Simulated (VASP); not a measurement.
FeGe, 2 atoms in the cell. The structure is hexagonal, space group P-6m2 (No. 187). Conventional cell: a = 2.975 Å, b = 2.975 Å, c = 3.541 Å, α = 90.00°, β = 90.00°, γ = 120.00°. Fe (site symmetry -6m2) has 6 Ge at 2.47 Å and 6 Fe at 2.97 Å within 3.3 Å. Ge (site symmetry -6m2) has 6 Fe at 2.47 Å and 6 Ge at 2.97 Å within 3.3 Å. 

- Program: VASP 6.6.1
- Task: relaxation of cell and atoms
- Functional: PBE
- Potentials or basis: VASP PAW PBE potentials, release 64 (Fe, Ge_d)
- Cutoff: 600 eV
- k mesh: 6 × 6 × 6
- Occupations: gaussian, width 0.1 eV
- Spin: collinear spin, ferromagnetic start
- Starting moments: [2.02, 0.0] μB
- Dipole correction: no
- Further INCAR settings: ALGO = Normal; EDIFF = 1e-07; IBRION = 2; EDIFFG = -0.04; NSW = 90; ISIF = 3

Potentials or basis: VASP PAW PBE potentials, release 64 (Fe, Ge_d).

Run with:

```sh
$ cat potpaw_PBE.64/Fe/POTCAR potpaw_PBE.64/Ge_d/POTCAR > POTCAR
$ mpirun -np 1 vasp_std > vasp.out
```

Hardware: 1 thread of Intel Xeon 6975P-C (shared host).

**Question.** How long does it take, and how much memory?

**Answer.** It took 52 s on 1 thread of Intel Xeon 6975P-C (shared host), peak memory 0.17 GiB. Counts: scf iterations 43, k points 28, ion steps 4.
